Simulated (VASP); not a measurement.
Here is a VASP 6.6.1 calculation.

The input POSCAR:

```
CaO
1.0
    4.0039163146      0.0000000000      0.0000000000
   -2.0019581573      3.4674932431      0.0000000000
    0.0000000000      0.0000000000      4.8085937088
Ca O
2 2
Direct
    0.3333333333      0.6666666667      0.2500000000
    0.6666666667      0.3333333333      0.7500000000
    0.6666666667      0.3333333333      0.2500000000
    0.3333333333      0.6666666667      0.7500000000
```

File INCAR.step1:

```
ALGO     = Normal         # electronic algorithm
EDIFF    = 1E-4           # SCF threshold, eV
ENCUT    = 600            # plane-wave cutoff, eV
GGA      = PE             # functional
ISMEAR   = -1             # smearing method
LASPH    = True           # aspherical terms in the spheres
LCHARG   = False          # write CHGCAR
LREAL    = False          # projectors in reciprocal space
LWAVE    = True           # write WAVECAR
NELM     = 100            # most SCF steps
PREC     = Accurate       # precision mode
SIGMA    = 0.02           # smearing width, eV
```

The input INCAR.step2:

```
ALGO     = Normal         # electronic algorithm
EDIFF    = 1E-6           # SCF threshold, eV
EDIFFG   = -0.005         # ionic threshold
ENCUT    = 600            # plane-wave cutoff, eV
IBRION   = 2              # ionic algorithm
ISIF     = 3              # what is computed and relaxed
ISMEAR   = -1             # smearing method
ISTART   = 1            
LASPH    = True           # aspherical terms in the spheres
LCHARG   = False          # write CHGCAR
LMIXTAU  = True         
LREAL    = False          # projectors in reciprocal space
LWAVE    = False          # write WAVECAR
METAGGA  = R2SCAN         # meta-GGA
NELM     = 100            # most SCF steps
NSW      = 80             # ionic steps
PREC     = Accurate       # precision mode
SIGMA    = 0.02           # smearing width, eV
```

The input KPOINTS:

```
k-points
0
Gamma
  6 6 6
```

Potentials or basis: VASP PAW PBE potentials, release 64 (Ca_sv, O).

Command:

```bash
$ cat potpaw_PBE.64/Ca_sv/POTCAR potpaw_PBE.64/O/POTCAR > POTCAR
$ cp INCAR.step1 INCAR
$ mpirun -np 1 vasp_std > vasp.out
$ cp INCAR.step2 INCAR
$ mpirun -np 1 vasp_std > vasp.out
```

Task: Estimate the space group after relaxing (to 0.1 Å).

Result: P6_3/mmc (No. 194).

Task: Predict the relaxed cell.

Result: a = 3.995 Å, b = 3.995 Å, c = 4.781 Å, α = 90.00°, β = 90.00°, γ = 120.00°.

Task: Predict the band gap on the k mesh.

Result: 3.58 eV.

Task: Estimate the relaxed volume.

Result: 16.52 Å³/atom.

The path:
```csv
step,energy change (eV),largest force (eV/Å),pressure (GPa),volume (Å³)
1,0.0000,0.0000,-1.02,66.76
2,-0.0021,0.0000,0.44,65.74
3,-0.0025,0.0000,0.03,66.03
4,-0.0025,0.0000,0.01,66.04
5,-0.0026,0.0000,-0.01,66.06
6,-0.0026,0.0000,-0.02,66.06
```

Caveat: the PAW data sets were made with another functional, which shifts forces and pressure a little. A k mesh can miss the band edges.
